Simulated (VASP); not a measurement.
# Bi2Te3 (R-3m) in VASP: a series of runs, part 2 of 2

VASP 6.6.1. Earlier steps stand in the parts before.

**3. Electric field gradients, PBE (33.53 Å³/atom)**

This run uses another cell than the first one, of 33.53 Å³/atom.

INCAR reads:

```
PREC = Accurate
ENCUT = 520
EDIFF = 1E-8
ISMEAR = -1
SIGMA = 0.08
LREAL = False
LASPH = True
NELM = 100
ALGO = Normal
ISIF = 2
LWAVE = False
LCHARG = False
GGA = PE
LEFG = True
NBANDS = 32
```

KPOINTS reads:

```
regular mesh
0
Gamma
  7 7 7
```

POSCAR reads:

```
Bi2Te3
1.0
    2.1856660536      1.2618948844     10.1316708497
   -2.1856660536      1.2618948844     10.1316708497
    0.0000000000     -2.5237897687     10.1316708497
Bi Te
2 3
Direct
    0.4000000000      0.4000000000      0.4000000000
    0.6000000000      0.6000000000      0.6000000000
    0.0000000000      0.0000000000      0.0000000000
    0.2095000000      0.2095000000      0.2095000000
    0.7905000000      0.7905000000      0.7905000000
```

Potentials or basis: VASP PAW PBE potentials, release 64 (Bi_d, Te).

On the command line:

```console
$ cat potpaw_PBE.64/Bi_d/POTCAR potpaw_PBE.64/Te/POTCAR > POTCAR
$ mpirun -np 1 vasp_std > vasp.out
```

OUTCAR:

```text
PREC = Accurate
   ENCUT = 520
   EDIFF = 1E-8
   ISMEAR = -1
   LREAL = False
   LASPH = True
   NELM = 100
   ISIF = 2
   GGA = PE

 ion  position               nearest neighbor table
   1  0.400  0.400  0.400-   5 3.06   5 3.06   5 3.06   3 3.24   3 3.24   3 3.24
   2  0.600  0.600  0.600-   4 3.06   4 3.06   4 3.06   3 3.24   3 3.24   3 3.24
   3  0.000  0.000  0.000-   2 3.24   1 3.24   2 3.24   2 3.24   1 3.24   1 3.24
   4  0.209  0.209  0.209-   2 3.06   2 3.06   2 3.06   5 3.63   5 3.63   5 3.63
   5  0.791  0.791  0.791-   1 3.06   1 3.06   1 3.06   4 3.63   4 3.63   4 3.63

  LATTYP: Found a trigonal (rhomboedric) cell.
 ALAT       =    10.4412771730
 COS(alpha) =     0.9123624232

  Lattice vectors:
[... 1073 lines left out ...]
   1     -13.362   -13.362    26.723     0.000     0.000    -0.000
   2     -13.362   -13.362    26.723     0.000    -0.000    -0.000
   3     -47.049   -47.049    94.099    -0.000    -0.000    -0.000
   4      -4.550    -4.550     9.101    -0.000    -0.000    -0.000
   5      -4.550    -4.550     9.101    -0.000    -0.000    -0.000
---------------------------------------------------------------------

 Electric field gradients after diagonalization (V/A^2)
 (convention: |V_zz| > |V_xx| > |V_yy|)
----------------------------------------------------------------------
 ion       V_xx      V_yy      V_zz     asymmetry (V_yy - V_xx)/ V_zz
----------------------------------------------------------------------
   1     -13.362   -13.362    26.723       0.000
   2     -13.362   -13.362    26.723       0.000
   3     -47.049   -47.049    94.099       0.000
   4      -4.550    -4.550     9.101       0.000
   5      -4.550    -4.550     9.101       0.000
----------------------------------------------------------------------

           NMR quadrupolar parameters

 Cq : quadrupolar parameter    Cq=e*Q*V_zz/h
 eta: asymmetry parameters     (V_yy - V_xx)/ V_zz
 Q  : nuclear electric quadrupole moment in mb (millibarn)
----------------------------------------------------------------------
 ion       Cq(MHz)       eta       Q (mb)
----------------------------------------------------------------------
   1       0.065       0.000       1.000
   2       0.065       0.000       1.000
   3       0.228       0.000       1.000
   4       0.022       0.000       1.000
   5       0.022       0.000       1.000
----------------------------------------------------------------------
```

OSZICAR:

```text
N       E                     dE             d eps       ncg     rms          rms(c)
DAV:   1     0.438967364188E+03    0.43897E+03   -0.21676E+04  2816   0.146E+03
DAV:   2     0.303975736798E+02   -0.40857E+03   -0.39168E+03  2912   0.380E+02
DAV:   3    -0.164779931207E+02   -0.46876E+02   -0.44612E+02  3688   0.139E+02
DAV:   4    -0.184742541343E+02   -0.19963E+01   -0.19895E+01  3064   0.304E+01
DAV:   5    -0.185719351365E+02   -0.97681E-01   -0.97669E-01  4256   0.682E+00    0.778E+00
DAV:   6    -0.183014882022E+02    0.27045E+00   -0.34701E-01  3720   0.457E+00    0.568E+00
DAV:   7    -0.183119704646E+02   -0.10482E-01   -0.22067E-01  3616   0.205E+00    0.116E+00
DAV:   8    -0.183126554557E+02   -0.68499E-03   -0.30094E-02  3168   0.988E-01    0.589E-01
DAV:   9    -0.183124840009E+02    0.17145E-03   -0.26204E-03  3448   0.360E-01    0.357E-01
DAV:  10    -0.183128084855E+02   -0.32448E-03   -0.98169E-04  2984   0.150E-01    0.699E-02
DAV:  11    -0.183128353949E+02   -0.26909E-04   -0.52005E-05  3560   0.429E-02    0.346E-02
DAV:  12    -0.183128423420E+02   -0.69471E-05   -0.16473E-05  3520   0.185E-02    0.177E-02
DAV:  13    -0.183128436910E+02   -0.13490E-05   -0.43118E-06  3064   0.103E-02    0.323E-03
DAV:  14    -0.183128438788E+02   -0.18777E-06   -0.52454E-07  3496   0.390E-03    0.247E-03
DAV:  15    -0.183128436050E+02    0.27376E-06   -0.14088E-07  2632   0.174E-03    0.176E-03
DAV:  16    -0.183128436518E+02   -0.46755E-07   -0.12087E-08  2424   0.785E-04    0.233E-04
DAV:  17    -0.183128436613E+02   -0.95251E-08   -0.58146E-09  1800   0.437E-04
   1 F= -.18312844E+02 E0= -.18312134E+02  d E =-.141841E-02
```

Run time: 13 min. Hardware: 1 thread of Intel Xeon Platinum 8559C (Emerald Rapids), shared host; peak memory 0.98 GiB.

What came out:

```
Free energy                             : -18.3128 eV
Pressure                                : 2.5 GPa
Largest force                           : 0.034 eV/Å
Band gap on the k mesh                  : 0.27 eV
Largest electric field gradient by atom : Bi +26.7; Te +94.1, +9.1 (each value once) V/Å²
```

Forces on the atoms (eV/Å):
```
Bi   0.000  0.000  0.001
Bi   0.000  0.000 -0.001
Te   0.000  0.000  0.000
Te   0.000  0.000 -0.034
Te   0.000  0.000  0.034
```

Levels at points of the mesh, in eV from the valence-band top:
```
           k point  band 21  band 22  band 23  band 24  band 25  band 26  band 27  band 28
(0.00, 0.00, 0.00)    -1.75    -0.90    -0.90     0.00     0.27     0.63     0.63     1.95
```

Electric field gradients, principal values (V/Å²):
```
atom    least   middle  greatest (by size)
1 Bi  -13.362  -13.362              26.723
2 Bi  -13.362  -13.362              26.723
3 Te  -47.049  -47.049              94.099
4 Te   -4.550   -4.550               9.101
5 Te   -4.550   -4.550               9.101
```

Caveat: without QUAD_EFG the Cq values of the log hold for a quadrupole moment of 1 mb, not for the nuclei; spin-orbit coupling is left out, which moves the levels of the heavy elements; an odd mesh through Γ misses points on the zone boundary, where band edges can lie.

**4. Electric field gradients, PBE (33.53 Å³/atom)**

This run uses another cell than the first one, of 33.53 Å³/atom.

INCAR reads:

```
SYSTEM = Bi2Te3
ALGO = Normal
EDIFF = 1E-8
ENCUT = 520
GGA = PE
ISIF = 2
ISMEAR = -1
LASPH = .True.
LCHARG = .False.
LEFG = .True.
LREAL = .False.
LWAVE = .False.
NBANDS = 32
NELM = 100
PREC = Accurate
SIGMA = 0.08
```

KPOINTS reads:

```
k-points
0
Gamma
  7 7 7
  0 0 0
```

POSCAR is that of step 3.

Potentials or basis: VASP PAW PBE potentials, release 64 (Bi_d, Te).

On the command line:

```console
$ cat potpaw_PBE.64/Bi_d/POTCAR potpaw_PBE.64/Te/POTCAR > POTCAR
$ mpirun -np 1 vasp_std > vasp.out
```

OUTCAR:

```text
SYSTEM = Bi2Te3
   EDIFF = 1E-8
   ENCUT = 520
   GGA = PE
   ISIF = 2
   ISMEAR = -1
   LASPH = .True.
   LREAL = .False.
   NELM = 100
   PREC = Accurate

 ion  position               nearest neighbor table
   1  0.400  0.400  0.400-   5 3.06   5 3.06   5 3.06   3 3.24   3 3.24   3 3.24
   2  0.600  0.600  0.600-   4 3.06   4 3.06   4 3.06   3 3.24   3 3.24   3 3.24
   3  0.000  0.000  0.000-   2 3.24   1 3.24   2 3.24   2 3.24   1 3.24   1 3.24
   4  0.209  0.209  0.209-   2 3.06   2 3.06   2 3.06   5 3.63   5 3.63   5 3.63
   5  0.791  0.791  0.791-   1 3.06   1 3.06   1 3.06   4 3.63   4 3.63   4 3.63

  LATTYP: Found a trigonal (rhomboedric) cell.
 ALAT       =    10.4412771730
 COS(alpha) =     0.9123624232

  Lattice vectors:

 A1 = (   2.1856660536,   1.2618948844,  10.1316708497)
 A2 = (  -2.1856660536,   1.2618948844,  10.1316708497)
 A3 = (   0.0000000000,  -2.5237897687,  10.1316708497)
[... 1051 lines left out ...]
      0.00000      0.00000     12.15801         0.000000      0.000000      0.000966
      0.00000      0.00000     18.23701         0.000000     -0.000000     -0.000966
      0.00000      0.00000      0.00000         0.000000     -0.000000      0.000000
      0.00000      0.00000      6.36776         0.000000     -0.000000     -0.033846
      0.00000      0.00000     24.02726         0.000000      0.000000      0.033846
 -----------------------------------------------------------------------------------
    total drift:                               -0.000000     -0.000000     -0.000000

  FREE ENERGIE OF THE ION-ELECTRON SYSTEM (eV)
  ---------------------------------------------------
  free  energy   TOTEN  =       -18.3128436613 eV

  energy  without entropy=      -18.3114252472  energy(sigma->0) =      -18.31213445

 Electric field gradients (V/A^2)
---------------------------------------------------------------------
 ion       V_xx      V_yy      V_zz      V_xy      V_xz      V_yz
---------------------------------------------------------------------
   1     -13.362   -13.362    26.723     0.000     0.000    -0.000
   2     -13.362   -13.362    26.723     0.000    -0.000    -0.000
   3     -47.049   -47.049    94.099    -0.000    -0.000    -0.000
   4      -4.550    -4.550     9.101    -0.000    -0.000    -0.000
   5      -4.550    -4.550     9.101    -0.000    -0.000    -0.000
---------------------------------------------------------------------

 Electric field gradients after diagonalization (V/A^2)
 (convention: |V_zz| > |V_xx| > |V_yy|)
----------------------------------------------------------------------
 ion       V_xx      V_yy      V_zz     asymmetry (V_yy - V_xx)/ V_zz
----------------------------------------------------------------------
   1     -13.362   -13.362    26.723       0.000
   2     -13.362   -13.362    26.723       0.000
   3     -47.049   -47.049    94.099       0.000
   4      -4.550    -4.550     9.101       0.000
   5      -4.550    -4.550     9.101       0.000
----------------------------------------------------------------------

           NMR quadrupolar parameters

 Cq : quadrupolar parameter    Cq=e*Q*V_zz/h
 eta: asymmetry parameters     (V_yy - V_xx)/ V_zz
 Q  : nuclear electric quadrupole moment in mb (millibarn)
----------------------------------------------------------------------
 ion       Cq(MHz)       eta       Q (mb)
----------------------------------------------------------------------
   1       0.065       0.000       1.000
   2       0.065       0.000       1.000
   3       0.228       0.000       1.000
   4       0.022       0.000       1.000
   5       0.022       0.000       1.000
----------------------------------------------------------------------
```

Run time: 14 min. Hardware: 1 thread of Intel Xeon Platinum 8559C (Emerald Rapids), shared host; peak memory 0.98 GiB.

Results:

```yaml
Free_energy: -18.3128 eV
Pressure: 2.5 GPa
Largest_force: 0.034 eV/Å
Band_gap_on_the_k_mesh: 0.27 eV
Largest_electric_field_gradient_by_atom: Bi +26.7; Te +94.1, +9.1 (each value once) V/Å²
```

Forces on the atoms (eV/Å):
```
Bi   0.000  0.000  0.001
Bi   0.000  0.000 -0.001
Te   0.000  0.000  0.000
Te   0.000  0.000 -0.034
Te   0.000  0.000  0.034
```

Electric field gradients, principal values (V/Å²):
```tsv
atom	least	middle	greatest (by size)
1 Bi	-13.362	-13.362	26.723
2 Bi	-13.362	-13.362	26.723
3 Te	-47.049	-47.049	94.099
4 Te	-4.550	-4.550	9.101
5 Te	-4.550	-4.550	9.101
```

Caveat: without QUAD_EFG the Cq values of the log hold for a quadrupole moment of 1 mb, not for the nuclei; spin-orbit coupling is left out, which moves the levels of the heavy elements; an odd mesh through Γ misses points on the zone boundary, where band edges can lie.
